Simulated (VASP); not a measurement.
# GaN (Pmc2_1) in VASP: further runs, part 2 of 2

VASP 6.6.1. Earlier steps stand in the parts before.

**3. Single point, LDA (mode 11 frozen in at -0.015 Å and mode 13 at -0.073 Å (largest displacements))**

INCAR reads:

```
SYSTEM = GaN
  ALGO = Normal
  EDIFF = 1E-6
  ENCUT = 520
  ISIF = 2
  ISMEAR = 0
  LASPH = .TRUE.
  LCHARG = .FALSE.
  LREAL = .FALSE.
  LWAVE = .FALSE.
  NBANDS = 46
  NELM = 80
  PREC = Accurate
  SIGMA = 0.05
```

KPOINTS reads:

```
k-points
0
G
  8 6 6
  0 0 0
```

POSCAR reads:

```
GaN
1.0
   -3.1515767111      0.0000000000      0.0000000000
    0.0000000000      0.0000000000     -5.1382481593
    0.0000000000     -5.4586909876      0.0000000000
Ga N
4 4
Direct
    0.5000000000     -0.0011126083      0.1692785892
    0.0000000000     -0.0031775438      0.6640596959
    0.0000000000      0.4968224562      0.3359403041
    0.5000000000      0.4988873917      0.8307214108
    0.5000000000      0.6379878753      0.1670594163
    0.0000000000      0.6389461065      0.6663043693
    0.0000000000      0.1389461065      0.3336956307
    0.5000000000      0.1379878753      0.8329405837
```

Potentials or basis: VASP PAW LDA potentials, release 64 (Ga_d, N).

Run with:

```sh
$ cat potpaw_LDA.64/Ga_d/POTCAR potpaw_LDA.64/N/POTCAR > POTCAR
$ mpirun -np 1 vasp_std > vasp.out
```

OUTCAR:

```text
SYSTEM = GaN
   EDIFF = 1E-6
   ENCUT = 520
   ISIF = 2
   ISMEAR = 0
   LASPH = .TRUE.
   LREAL = .FALSE.
   NELM = 80
   PREC = Accurate

 ion  position               nearest neighbor table
   1  0.500  0.999  0.169-   5 1.85   7 1.95   7 1.95   8 1.97
   2  0.000  0.997  0.664-   6 1.84   7 1.95   8 1.96   8 1.96
   3  0.000  0.497  0.336-   7 1.84   6 1.95   5 1.96   5 1.96
   4  0.500  0.499  0.831-   8 1.85   6 1.95   6 1.95   5 1.97
   5  0.500  0.638  0.167-   1 1.85   3 1.96   3 1.96   4 1.97
   6  0.000  0.639  0.666-   2 1.84   3 1.95   4 1.95   4 1.95
   7  0.000  0.139  0.334-   3 1.84   2 1.95   1 1.95   1 1.95
   8  0.500  0.138  0.833-   4 1.85   2 1.96   2 1.96   1 1.97

  LATTYP: Found a simple orthorhombic cell.
 ALAT       =     3.1515767111
 B/A-ratio  =     1.6303738193
 C/A-ratio  =     1.7320508076

  Lattice vectors:

 A1 = (  -3.1515767111,   0.0000000000,   0.0000000000)
 A2 = (   0.0000000000,   0.0000000000,  -5.1382481593)
 A3 = (   0.0000000000,  -5.4586909876,   0.0000000000)

Analysis of symmetry for initial positions (statically):
=====================================================================
 Subroutine PRICEL returns:
 Original cell was already a primitive cell.

 Routine SETGRP: Setting up the symmetry group for a
 simple orthorhombic supercell.

 Subroutine GETGRP returns: Found  4 space group operations
 (whereof  2 operations were pure point group operations)
 out of a pool of  8 trial point group operations.

The static configuration has the point symmetry C_1h.
 The point group associated with its full space group is C_2v.

Analysis of symmetry for dynamics (positions and initial velocities):
=====================================================================
 Subroutine PRICEL returns:
 Original cell was already a primitive cell.

 Routine SETGRP: Setting up the symmetry group for a
 simple orthorhombic supercell.

 Subroutine GETGRP returns: Found  4 space group operations
 (whereof  2 operations were pure point group operations)
 out of a pool of  8 trial point group operations.

The dynamic configuration has the point symmetry C_1h.
 The point group associated with its full space group is C_2v.

 Subroutine INISYM returns: Found  4 space group operations
 (whereof  2 operations are pure point group operations),
 and found     1 'primitive' translations

----------------------------------------------------------------------------------------

                                     Primitive cell

  volume of cell :      88.3958

  direct lattice vectors                    reciprocal lattice vectors
    -3.151576711  0.000000000  0.000000000    -0.317301494  0.000000000  0.000000000
     0.000000000  0.000000000 -5.138248159     0.000000000  0.000000000 -0.194618860
     0.000000000 -5.458690988  0.000000000     0.000000000 -0.183194103  0.000000000

  length of vectors
     3.151576711  5.138248159  5.458690988     0.317301494  0.194618860  0.183194103

  position of ions in fractional coordinates (direct lattice)
     0.500000000  0.998887392  0.169278589
     0.000000000  0.996822456  0.664059696
     0.000000000  0.496822456  0.335940304
     0.500000000  0.498887392  0.830721411
     0.500000000  0.637987875  0.167059416
     0.000000000  0.638946107  0.666304369
     0.000000000  0.138946107  0.333695631
     0.500000000  0.137987875  0.832940584

  ion indices of the primitive-cell ions
   primitive index   ion index
[... 62 lines left out ...]
   k-points           NKPTS =     80   k-points in BZ     NKDIM =     80   number of bands    NBANDS=     46
   number of dos      NEDOS =    301   number of ions     NIONS =      8
   total plane-waves  NPLWV =  40320
   dimension x,y,z NGX =    24 NGY =   40 NGZ =   42
   dimension x,y,z NGXF=    48 NGYF=   80 NGZF=   84
   ions per type =               4   4
   NGX,Y,Z   is equivalent  to a cutoff of  12.66, 12.94, 12.79 a.u.
   NGXF,Y,Z  is equivalent  to a cutoff of  25.32, 25.88, 25.58 a.u.
 SYSTEM =  GaN
   PREC   = accura    normal or accurate (medium, high low for compatibility)
   ISTART =      0    job   : 0-new  1-cont  2-samecut
   ICHARG =      2    charge: 1-file 2-atom 10-const
   ISPIN  =      1    spin polarized calculation?
   LNONCOLLINEAR =      F non collinear calculations
   LSORBIT =      F    spin-orbit coupling
   LASPH  =      T    aspherical Exc in radial PAW
   ENCUT  =  520.0 eV  38.22 Ry    6.18 a.u.   5.86  9.55 10.15*2*pi/ulx,y,z
   NELM   =     80;   NELMIN=  2; NELMDL= -5     # of ELM steps
   EDIFF  = 0.1E-05   stopping-criterion for ELM
   LREAL  =      F    real-space projection
   EDIFFG = 0.1E-04   stopping-criterion for IOM
   NSW    =      0    number of steps for IOM
   IBRION =     -1    ionic relax: 0-MD 1-quasi-New 2-CG
   NFREE  =      0    steps in history (QN), initial steepest desc. (CG)
   ISIF   =      2    stress and relaxation
   ISYM   =      2    0-nonsym 1-usesym 2-fastsym
   POTIM  = 0.5000    time-step for ionic-motion
   TEBEG  =    0.0;   TEEND  =   0.0 temperature during run
   PSTRESS=    0.0 pullay stress
   NELECT =      72.0000    total number of electrons
   NUPDOWN=      -1.0000    fix difference up-down
   EMIN   =  10.00;   EMAX   =-10.00  energy-range for DOS
   EFERMI =   0.00;   METHOD = LEGACY
   ISMEAR =     0;   SIGMA  =   0.05  broadening in eV -4-tet -1-fermi 0-gaus
   EFERMI_NEDOS =   21; number of points for ismear=-14 and -15
   IALGO  =     38    algorithm
   IMIX   =      4    mixing-type and parameters
     AMIX     =   0.40;   BMIX     =  1.00
     AMIX_MAG =   1.60;   BMIX_MAG =  1.00
  volume/ion in A,a.u.               =      11.05        74.57
  Fermi-wavevector in a.u.,A,eV,Ry     =   1.528886  2.889176 31.803525  2.337493
  Thomas-Fermi vector in A             =   2.636583
   LORBIT       =      0    0 simple, 1 ext, 2 COOP (PROOUT), +10 PAW based schemes
   GGA     = CA    functional components
   LHFCALC =     F    Hartree Fock is set to
   AEXX    =    0.0000 exact exchange contribution
   IVDW    =     0    specifies the selected vdW correction
   LEPSILON=     F    determine dielectric tensor
   LRPA    =     F    only Hartree local field effects (RPA)
 non-spin polarized calculation
 Gauss-broadening in eV      SIGMA  =   0.05
  energy-cutoff  :      520.00
  volume of cell :       88.40
 maximum number of plane-waves:      2408
 NGX is ok and might be reduce to    24
   NGX = 11   NGY = 19   NGZ = 21

 number of electron      71.9999975 magnetization

 Free energy of the ion-electron system (eV)
  ---------------------------------------------------
  ext. energy  EPLUGINS =         0.00000000
  ---------------------------------------------------
  free energy    TOTEN  =       -55.58152922 eV

  energy without entropy =      -55.58152922  energy(sigma->0) =      -55.58152922

 E-fermi :   5.7522     XC(G=0): -12.3008

 val. band max:        5.5345291964   @ k =   0.0000   0.0000   0.0000
 cond. band min:       7.5719351017   @ k =   0.0000   0.0000   0.0000
 fundamental gap:      2.0374059054
 Fermi energy:         5.7522473818

 k-point     1 :       0.0000    0.0000    0.0000
  band No.  band energies     occupation
      1     -10.7371      2.00000
      2      -9.8241      2.00000
      3      -9.6477      2.00000
      4      -9.5613      2.00000
      5      -8.1920      2.00000
      6      -8.1265      2.00000
[... 1165 lines left out ...]
     45      15.1672      0.00000
     46      15.3142      0.00000

 [... further k-points ...]

------------------------ aborting loop because EDIFF is reached ----------------------------------------

  FORCE on cell =-STRESS in cart. coord.  units (eV):
  Direction    XX          YY          ZZ          XY          YZ          ZX
  --------------------------------------------------------------------------------------
  -------------------------------------------------------------------------------------
  Total       -1.3070659     -1.3193080      5.9412525      0.0000000      0.0000000      0.0000000
  in kB      -23.6906294    -23.9125180    107.6854747      0.0000000      0.0000000      0.0000000
  external PRESSURE =      20.0274425 kB  Pullay stress =       0.0000000 kB

 VOLUME and BASIS-vectors are now :
 -----------------------------------------------------------------------------
  energy-cutoff  :      520.00
  volume of cell :       88.40
      direct lattice vectors                 reciprocal lattice vectors
    -3.151576711  0.000000000  0.000000000    -0.317301494  0.000000000  0.000000000
     0.000000000  0.000000000 -5.138248159     0.000000000  0.000000000 -0.194618860
     0.000000000 -5.458690988  0.000000000     0.000000000 -0.183194103  0.000000000

 POSITION                                       TOTAL-FORCE (eV/Angst)
 -----------------------------------------------------------------------------------
     -1.57579     -0.92404     -5.13253         0.000000      0.329435     -1.201474
      0.00000     -3.62490     -5.12192         0.000000     -0.331408     -1.586546
      0.00000     -1.83379     -2.55280         0.000000      0.331408     -1.586546
     -1.57579     -4.53465     -2.56341         0.000000     -0.329435     -1.201474
     -1.57579     -0.91193     -3.27814         0.000000     -0.000648      1.322506
      0.00000     -3.63715     -3.28306         0.000000     -0.006054      1.465513
      0.00000     -1.82154     -0.71394         0.000000      0.006054      1.465513
     -1.57579     -4.54677     -0.70902         0.000000      0.000648      1.322506
 -----------------------------------------------------------------------------------
    total drift:                               -0.000000     -0.000002     -0.001450

  FREE ENERGIE OF THE ION-ELECTRON SYSTEM (eV)
  ---------------------------------------------------
  free  energy   TOTEN  =       -55.5815292208 eV

  energy  without entropy=      -55.5815292208  energy(sigma->0) =      -55.58152922
```

Run time: 4.7 min. Hardware: 1 thread of Oxide Virtual Turin-like, shared host; peak memory 0.29 GiB.

What came out:

- Free energy: -55.5815 eV
- Pressure: 2.0 GPa
- Largest force: 1.621 eV/Å
- Band gap on the k mesh: 2.04 eV

Forces in eV/Å, atoms in the order of the input:
```
Ga   0.000  0.329 -1.201
Ga   0.000 -0.331 -1.587
Ga   0.000  0.331 -1.587
Ga   0.000 -0.329 -1.201
N    0.000 -0.001  1.323
N    0.000 -0.006  1.466
N    0.000  0.006  1.466
N    0.000  0.001  1.323
```

Caveat: the cell differs from its parent crystal (mode 11 frozen in at -0.015 Å and mode 13 at -0.073 Å (largest displacements)); forces of over 1 eV/Å act on the atoms, so gaps and moduli don't describe the material at rest.

**4. Single point, LDA (mode 11 frozen in at -0.046 Å and mode 13 at +0.036 Å (largest displacements))**

INCAR reads:

```
PREC = Accurate ; ENCUT = 520
EDIFF = 1E-6 ; ISMEAR = 0
SIGMA = 0.05 ; LREAL = False
LASPH = True ; NELM = 100
ALGO = Normal ; ISIF = 2
LWAVE = False ; LCHARG = True
LELF = True ; LVHAR = True
NBANDS = 46
```

KPOINTS reads:

```
regular mesh
0
Gamma
  8 6 6
```

POSCAR reads:

```
GaN
1.0
   -3.1515767111      0.0000000000      0.0000000000
    0.0000000000      0.0000000000     -5.1382481593
    0.0000000000     -5.4586909876      0.0000000000
Ga N
4 4
Direct
    0.5000000000      0.0052218206      0.1744937687
    0.0000000000     -0.0009729859      0.6588370889
    0.0000000000      0.4990270141      0.3411629111
    0.5000000000      0.5052218206      0.8255062313
    0.5000000000      0.6157772785      0.1677916242
    0.0000000000      0.6186519719      0.6655264831
    0.0000000000      0.1186519719      0.3344735169
    0.5000000000      0.1157772785      0.8322083758
```

Run with:

```sh
$ cat potpaw_LDA.64/Ga_d/POTCAR potpaw_LDA.64/N/POTCAR > POTCAR
$ mpirun -np 1 vasp_std > vasp.out
```

Wall time 4.9 min (1 thread of Oxide Virtual Turin-like, shared host); peak memory 0.3 GiB.

Results (log left out):

* Free energy: -55.6612 eV
* Pressure: 1.8 GPa
* Largest force: 1.440 eV/Å
* Band gap on the k mesh: 2.10 eV

Forces in eV/Å, atoms in the order of the input:
```
Ga   0.000  1.152  0.863
Ga   0.000 -1.225  0.156
Ga   0.000  1.225  0.156
Ga   0.000 -1.152  0.863
N    0.000  0.010 -0.480
N    0.000 -0.110 -0.539
N    0.000  0.110 -0.539
N    0.000 -0.010 -0.480
```

Stress tensor (GPa, compression positive):
```
 3.48  0.00  0.00
 0.00  3.55  0.00
 0.00  0.00 -1.51
```

Levels at points of the mesh, in eV from the valence-band top:
```csv
k point,band 33,band 34,band 35,band 36,band 37,band 38,band 39,band 40
"(0.00, 0.00, 0.00)",-0.89,-0.08,-0.06,0.00,2.10,4.26,4.94,5.64
"(0.50, 0.00, 0.00)",-2.40,-2.32,-2.11,-1.75,5.49,5.99,6.65,6.85
"(0.00, 0.50, 0.00)",-0.61,-0.61,-0.57,-0.57,4.27,4.27,4.48,4.48
"(0.50, 0.50, 0.00)",-1.87,-1.87,-1.52,-1.52,5.67,5.67,5.98,5.98
"(0.00, 0.00, 0.50)",-0.74,-0.71,-0.62,-0.51,4.24,4.49,5.87,5.96
"(0.50, 0.00, 0.50)",-2.34,-2.14,-1.28,-1.12,4.70,5.16,5.49,5.75
"(0.00, 0.50, 0.50)",-1.74,-1.74,-1.16,-1.16,5.10,5.10,5.44,5.44
"(0.50, 0.50, 0.50)",-2.06,-2.06,-1.73,-1.73,4.16,4.16,4.59,4.59
```

Caveat: the cell differs from its parent crystal (mode 11 frozen in at -0.046 Å and mode 13 at +0.036 Å (largest displacements)); forces of over 1 eV/Å act on the atoms, so gaps and moduli don't describe the material at rest.
